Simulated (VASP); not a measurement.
# SbS3 (P6/mmm) in VASP: further runs

The runs below take SbS3 through single point, with PBE.

Everything below comes from runs of VASP 6.6.1. Logs are shortened: lines on timing, memory, paths and dates and some standing lists are left out, and cuts for length are marked.

### 1 The cell of the first run

It takes space group P6/mmm (No. 191, hexagonal). Conventional cell: a = 4.079 Å, b = 4.079 Å, c = 7.938 Å, α = 90.00°, β = 90.00°, γ = 120.00°. Sb (site symmetry 6/mmm) has 6 S at 2.04 Å within 2.7 Å. S (site symmetry mmm) has 2 Sb at 2.04 Å and 4 S at 2.04 Å within 2.7 Å.

The cell was generated, and may not be a known phase.

### 2 Single point, PBE

File INCAR:

```
SYSTEM = SbS3
  PREC = Accurate
  ENCUT = 520
  EDIFF = 1E-7
  ISMEAR = 0
  SIGMA = 0.1
  LREAL = .FALSE.
  LASPH = .TRUE.
  NELM = 60
  ALGO = Normal
  ISIF = 2
  LWAVE = .FALSE.
  LCHARG = .FALSE.
  GGA = PE
  NBANDS = 20
```

File KPOINTS:

```
Automatic mesh
0
G
  6 6 2
  0 0 0
```

File POSCAR:

```
SbS3
1.0
    4.0788440000      0.0000000000      0.0000000000
   -2.0394220000      3.5323825300      0.0000000000
    0.0000000000      0.0000000000      7.9384674700
Sb S
1 3
Direct
    0.0000000000      0.0000000000      0.5000000000
    0.5000000000      0.0000000000      0.5000000000
    0.0000000000      0.5000000000      0.5000000000
    0.5000000000      0.5000000000      0.5000000000
```

Potentials or basis: VASP PAW PBE potentials, release 64 (Sb, S).

Launch:

```
cat potpaw_PBE.64/Sb/POTCAR potpaw_PBE.64/S/POTCAR > POTCAR
mpirun -np 1 vasp_std > vasp.out
```

OUTCAR:

```text
SYSTEM = SbS3
   PREC = Accurate
   ENCUT = 520
   EDIFF = 1E-7
   ISMEAR = 0
   LREAL = .FALSE.
   LASPH = .TRUE.
   NELM = 60
   ISIF = 2
   GGA = PE

 ion  position               nearest neighbor table
   1  0.000  0.000  0.500-   2 2.04   2 2.04   4 2.04   3 2.04   3 2.04   4 2.04
   2  0.500  0.000  0.500-   1 2.04   1 2.04   4 2.04   4 2.04   3 2.04   3 2.04
   3  0.000  0.500  0.500-   4 2.04   4 2.04   1 2.04   1 2.04   2 2.04   2 2.04
   4  0.500  0.500  0.500-   3 2.04   3 2.04   1 2.04   2 2.04   2 2.04   1 2.04

  LATTYP: Found a hexagonal cell.
 ALAT       =     4.0788440000
 C/A-ratio  =     1.9462542500

  Lattice vectors:

 A1 = (   4.0788440000,   0.0000000000,   0.0000000000)
 A2 = (  -2.0394220000,   3.5323825300,   0.0000000000)
 A3 = (   0.0000000000,   0.0000000000,   7.9384674700)

Analysis of symmetry for initial positions (statically):
=====================================================================
 Subroutine PRICEL returns:
 Original cell was already a primitive cell.

 Routine SETGRP: Setting up the symmetry group for a
 hexagonal supercell.

 Subroutine GETGRP returns: Found 24 space group operations
 (whereof 24 operations were pure point group operations)
 out of a pool of 24 trial point group operations.

The static configuration has the point symmetry D_6h.

Analysis of symmetry for dynamics (positions and initial velocities):
=====================================================================
 Subroutine PRICEL returns:
 Original cell was already a primitive cell.

 Routine SETGRP: Setting up the symmetry group for a
 hexagonal supercell.

 Subroutine GETGRP returns: Found 24 space group operations
 (whereof 24 operations were pure point group operations)
 out of a pool of 24 trial point group operations.

The dynamic configuration has the point symmetry D_6h.

 Subroutine INISYM returns: Found 24 space group operations
 (whereof 24 operations are pure point group operations),
 and found     1 'primitive' translations

----------------------------------------------------------------------------------------

                                     Primitive cell

  volume of cell :     114.3777

  direct lattice vectors                    reciprocal lattice vectors
     4.078844000  0.000000000  0.000000000     0.245167503  0.141547524  0.000000000
    -2.039422000  3.532382530  0.000000000     0.000000000  0.283095047  0.000000000
     0.000000000  0.000000000  7.938467470     0.000000000  0.000000000  0.125968898

  length of vectors
     4.078844000  4.078844007  7.938467470     0.283095048  0.283095047  0.125968898

  position of ions in fractional coordinates (direct lattice)
     0.000000000  0.000000000  0.500000000
     0.500000000  0.000000000  0.500000000
     1.000000000  0.500000000  0.500000000
     0.500000000  0.500000000  0.500000000

  ion indices of the primitive-cell ions
   primitive index   ion index
                 1           1
                 2           2
                 3           3
                 4           4

----------------------------------------------------------------------------------------

 KPOINTS: Automatic mesh

Automatic generation of k-mesh.
 Grid dimensions read from file:
 generate k-points for:    6    6    2

 Generating k-lattice:

  Cartesian coordinates                     Fractional coordinates (reciprocal lattice)
     0.040861251  0.023591254  0.000000000     0.166666667  0.000000000  0.000000000
     0.000000000  0.047182508  0.000000000     0.000000000  0.166666667  0.000000000
     0.000000000  0.000000000  0.062984449     0.000000000  0.000000000  0.500000000

  Length of vectors
     0.047182508  0.047182508  0.062984449

  Shift w.r.t. Gamma in fractional coordinates (k-lattice)
     0.000000000  0.000000000  0.000000000

 Subroutine IBZKPT returns following result:
 ===========================================

 Found     14 irreducible k-points:

 Following reciprocal coordinates:
            Coordinates               Weight
  0.000000  0.000000  0.000000      1.000000
  0.166667 -0.000000  0.000000      6.000000
  0.333333 -0.000000  0.000000      6.000000
  0.500000  0.000000  0.000000      3.000000
  0.166667  0.166667  0.000000      6.000000
  0.333333  0.166667  0.000000     12.000000
  0.333333  0.333333  0.000000      2.000000
  0.000000  0.000000  0.500000      1.000000
  0.166667 -0.000000  0.500000      6.000000
  0.333333 -0.000000  0.500000      6.000000
  0.500000  0.000000  0.500000      3.000000
  0.166667  0.166667  0.500000      6.000000
  0.333333  0.166667  0.500000     12.000000
  0.333333  0.333333  0.500000      2.000000
   k-points           NKPTS =     14   k-points in BZ     NKDIM =     14   number of bands    NBANDS=     20
   number of dos      NEDOS =    301   number of ions     NIONS =      4
   total plane-waves  NPLWV =  54000
   dimension x,y,z NGX =    30 NGY =   30 NGZ =   60
   dimension x,y,z NGXF=    60 NGYF=   60 NGZF=  120
   ions per type =               1   3
   NGX,Y,Z   is equivalent  to a cutoff of  12.23, 12.23, 12.57 a.u.
   NGXF,Y,Z  is equivalent  to a cutoff of  24.45, 24.45, 25.13 a.u.
 SYSTEM =  SbS3
   PREC   = accura    normal or accurate (medium, high low for compatibility)
   ISTART =      0    job   : 0-new  1-cont  2-samecut
   ICHARG =      2    charge: 1-file 2-atom 10-const
   ISPIN  =      1    spin polarized calculation?
   LNONCOLLINEAR =      F non collinear calculations
   LSORBIT =      F    spin-orbit coupling
   LASPH  =      T    aspherical Exc in radial PAW
   ENCUT  =  520.0 eV  38.22 Ry    6.18 a.u.   7.58  7.58 14.76*2*pi/ulx,y,z
   NELM   =     60;   NELMIN=  2; NELMDL= -5     # of ELM steps
   EDIFF  = 0.1E-06   stopping-criterion for ELM
   LREAL  =      F    real-space projection
   EDIFFG = 0.1E-05   stopping-criterion for IOM
   NSW    =      0    number of steps for IOM
   IBRION =     -1    ionic relax: 0-MD 1-quasi-New 2-CG
   NFREE  =      0    steps in history (QN), initial steepest desc. (CG)
   ISIF   =      2    stress and relaxation
   ISYM   =      2    0-nonsym 1-usesym 2-fastsym
   POTIM  = 0.5000    time-step for ionic-motion
   TEBEG  =    0.0;   TEEND  =   0.0 temperature during run
   PSTRESS=    0.0 pullay stress
   NELECT =      23.0000    total number of electrons
   NUPDOWN=      -1.0000    fix difference up-down
   EMIN   =  10.00;   EMAX   =-10.00  energy-range for DOS
   EFERMI =   0.00;   METHOD = LEGACY
   ISMEAR =     0;   SIGMA  =   0.10  broadening in eV -4-tet -1-fermi 0-gaus
   EFERMI_NEDOS =   21; number of points for ismear=-14 and -15
   IALGO  =     38    algorithm
   IMIX   =      4    mixing-type and parameters
     AMIX     =   0.40;   BMIX     =  1.00
     AMIX_MAG =   1.60;   BMIX_MAG =  1.00
  volume/ion in A,a.u.               =      28.59       192.96
  Fermi-wavevector in a.u.,A,eV,Ry     =   0.959114  1.812463 12.515998  0.919900
  Thomas-Fermi vector in A             =   2.088281
   LORBIT       =      0    0 simple, 1 ext, 2 COOP (PROOUT), +10 PAW based schemes
   GGA     = PE    functional components
   LHFCALC =     F    Hartree Fock is set to
   AEXX    =    0.0000 exact exchange contribution
   IVDW    =     0    specifies the selected vdW correction
   LEPSILON=     F    determine dielectric tensor
   LRPA    =     F    only Hartree local field effects (RPA)
 non-spin polarized calculation
 Gauss-broadening in eV      SIGMA  =   0.10
  energy-cutoff  :      520.00
  volume of cell :      114.38
 maximum number of plane-waves:      3150
   NGX = 15   NGY = 15   NGZ = 29

 number of electron      23.0000002 magnetization

 Free energy of the ion-electron system (eV)
  ---------------------------------------------------
  ext. energy  EPLUGINS =         0.00000000
  ---------------------------------------------------
  free energy    TOTEN  =         9.75186640 eV

  energy without entropy =        9.77758917  energy(sigma->0) =        9.76472779

 E-fermi :   5.0287     XC(G=0):  -6.5131

 val. band max:        5.0084284211   @ k =   0.1667   0.1667   0.0000
 cond. band min:       5.0541493456   @ k =   0.1667  -0.0000   0.0000
 fundamental gap:      0.0457209245
 Fermi energy:         5.0286751854

 k-point     1 :       0.0000    0.0000    0.0000
  band No.  band energies     occupation
      1     -19.5250      2.00000
      2      -9.8011      2.00000
      3      -9.0077      2.00000
      4      -9.0077      2.00000
      5      -7.6084      2.00000
      6      -7.6084      2.00000
[... 12 lines left out ...]
     19      12.4262      0.00000
     20      12.4262      0.00000

 k-point     2 :       0.1667   -0.0000    0.0000
  band No.  band energies     occupation
      1     -19.2216      2.00000
      2     -11.7881      2.00000
      3     -10.1455      2.00000
      4      -9.6421      2.00000
      5      -5.9119      2.00000
      6      -5.6930      2.00000
[... 12 lines left out ...]
     19      11.2601      0.00000
     20      11.3755      0.00000

 k-point     3 :       0.3333   -0.0000    0.0000
  band No.  band energies     occupation
      1     -18.3214      2.00000
      2     -14.4394      2.00000
      3     -11.1613      2.00000
      4     -10.0384      2.00000
      5      -4.6993      2.00000
      6      -3.2429      2.00000
[... 12 lines left out ...]
     19      11.3037      0.00000
     20      11.6715      0.00000

 k-point     4 :       0.5000    0.0000    0.0000
  band No.  band energies     occupation
      1     -17.2137      2.00000
      2     -16.1594      2.00000
      3     -11.5139      2.00000
      4     -10.1923      2.00000
      5      -3.2414      2.00000
      6      -2.9370      2.00000
[... 199 lines left out ...]
 k-point    13 :       0.3333    0.1667    0.5000
  band No.  band energies     occupation
      1     -17.4526      2.00000
      2     -15.3939      2.00000
      3     -13.2953      2.00000
      4      -7.8736      2.00000
      5      -3.8378      2.00000
      6      -3.7385      2.00000
[... 12 lines left out ...]
     19      10.7668      0.00000
     20      10.9394      0.00000

 k-point    14 :       0.3333    0.3333    0.5000
  band No.  band energies     occupation
      1     -16.2117      2.00000
      2     -16.2117      2.00000
      3     -14.6249      2.00000
      4      -5.1154      2.00000
      5      -5.1154      2.00000
      6      -2.4132      2.00000
[... 12 lines left out ...]
     19      10.5644      0.00000
     20      10.5644      0.00000

------------------------ aborting loop because EDIFF is reached ----------------------------------------

  FORCE on cell =-STRESS in cart. coord.  units (eV):
  Direction    XX          YY          ZZ          XY          YZ          ZX
  --------------------------------------------------------------------------------------
  -------------------------------------------------------------------------------------
  Total      105.0415213    105.0415218     -0.1201424      0.0000000      0.0000000      0.0000000
  in kB     1471.3977649   1471.3977715     -1.6829268      0.0000000      0.0000000      0.0000000
  external PRESSURE =     980.3708699 kB  Pullay stress =       0.0000000 kB

 VOLUME and BASIS-vectors are now :
 -----------------------------------------------------------------------------
  energy-cutoff  :      520.00
  volume of cell :      114.38
      direct lattice vectors                 reciprocal lattice vectors
     4.078844000  0.000000000  0.000000000     0.245167503  0.141547524  0.000000000
    -2.039422000  3.532382530  0.000000000     0.000000000  0.283095047  0.000000000
     0.000000000  0.000000000  7.938467470     0.000000000  0.000000000  0.125968898

 POSITION                                       TOTAL-FORCE (eV/Angst)
 -----------------------------------------------------------------------------------
      0.00000      0.00000      3.96923        -0.000000      0.000000      0.000000
      2.03942      0.00000      3.96923         0.000000      0.000000      0.000000
     -1.01971      1.76619      3.96923        -0.000000      0.000000      0.000000
      1.01971      1.76619      3.96923        -0.000000      0.000000      0.000000
 -----------------------------------------------------------------------------------
    total drift:                               -0.000000      0.000000      0.000000

  FREE ENERGIE OF THE ION-ELECTRON SYSTEM (eV)
  ---------------------------------------------------
  free  energy   TOTEN  =         9.7518664013 eV

  energy  without entropy=        9.7775891749  energy(sigma->0) =        9.76472779
```

It took 20 s on 1 thread of AMD EPYC 9R45 (Zen 5), shared host; peak memory 0.19 GiB.

Results:

| Property | Result |
| --- | --- |
| Free energy | 9.7519 eV |
| Pressure | 98.0 GPa |
| Band gap on the k mesh | zero (an odd number of electrons rules out a gap without spin polarisation) |

Caveat: the k points lie up to 0.40 Å⁻¹ apart, too coarse for converged energies and pressures of a metal; spin-orbit coupling is left out, which moves the levels of the heavy elements.

[end of part 1 of 2]

The gap in the log of VASP goes by the Fermi energy; the results here count the filled bands.